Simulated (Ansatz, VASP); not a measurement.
**One calculation of AsPb4, two programs**

```
CELL_PARAMETERS angstrom
-3.52868 3.52868 3.52868
3.52868 -3.52868 3.52868
3.52868 3.52868 -3.52868
ATOMIC_POSITIONS crystal
As 0.00000 0.00000 0.00000
Pb 0.50000 0.50000 0.50000
Pb 0.50000 0.00000 0.00000
Pb 0.00000 0.00000 0.50000
Pb 0.00000 0.50000 0.00000
```

Change from the starting cell: species swapped into the Hg4Pt type (Im-3m, No. 229).

Alike in both runs: functional PBE; k mesh 4 × 4 × 4; occupations gaussian, width 0.1 eV; no spin polarisation.

Ansatz relaxed the structure, and its values are those at the end. VASP's run is a single point on that final structure, the one shown.

```csv
,VASP,Ansatz
version,VASP 6.6.1,Ansatz 0.2.0
potentials or method,"VASP PAW PBE potentials, release 64 (As, Pb_d), cutoff 520 eV","scalar-relativistic, plane waves, PAW"
valence electrons in the cell,61,71
```

|  | VASP | Ansatz | Ansatz less VASP |
| --- | --- | --- | --- |
| gap on the k mesh at the Fermi level (eV) | none | none | - |
| pressure (GPa) | -0.1 | -0.1 | +0.03 |

A gap of «none» marks a metal or a gap that the smearing closes. VASP's potentials hold 61 valence electrons a cell and Ansatz's 71, so a difference there can come from the potentials and not from the codes.

Neither program's run includes spin-orbit coupling.
